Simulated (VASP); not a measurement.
MgCd3Te4, 8 atoms in the cell. It takes space group P-4m2 (No. 115, tetragonal). The conventional cell has a = 4.673 Å, b = 4.673 Å, c = 13.064 Å, α = 90.00°, β = 90.00°, γ = 90.00°. Within 3.7 Å of Mg (site symmetry -4m2) lie 4 Te at 2.82 Å. Within 3.8 Å of Cd (site symmetry -4m2) lie 4 Te at 2.86 Å. Within 3.8 Å of Cd (site symmetry 2mm) lie 4 Te at 2.86 to 2.87 Å. Within 3.7 Å of Te (site symmetry 2mm) lie 2 Mg at 2.82 Å and 2 Cd at 2.87 Å. Within 3.8 Å of Te (site symmetry 2mm) lie 4 Cd at 2.86 Å. 

- Program: VASP 6.6.1
- Task: single point
- Functional: PBE
- Potentials or basis: VASP PAW PBE potentials, release 64 (Mg, Cd, Te)
- Cutoff: 520 eV
- k mesh: 4 × 4 × 2
- Occupations: gaussian, width 0.1 eV
- Spin: no spin polarisation
- Dipole correction: no
- Further INCAR settings: ALGO = Normal; EDIFF = 1e-07; NBANDS = 41

Potentials or basis: VASP PAW PBE potentials, release 64 (Mg, Cd, Te).

Command:

```sh
$ cat potpaw_PBE.64/Mg/POTCAR potpaw_PBE.64/Cd/POTCAR potpaw_PBE.64/Te/POTCAR > POTCAR
$ mpirun -np 1 vasp_std > vasp.out
```

Hardware: 1 thread of Intel(R) Xeon(R) Platinum 8259CL CPU @ 2.50GHz (Skylake/Cascade Lake), with other jobs on the host.

How long does it take, and how much memory?

Wall time 3.6 min on 1 thread of Intel(R) Xeon(R) Platinum 8259CL CPU @ 2.50GHz (Skylake/Cascade Lake) (shared host), peak memory 0.42 GiB. Counts: scf iterations 16, k points 12.
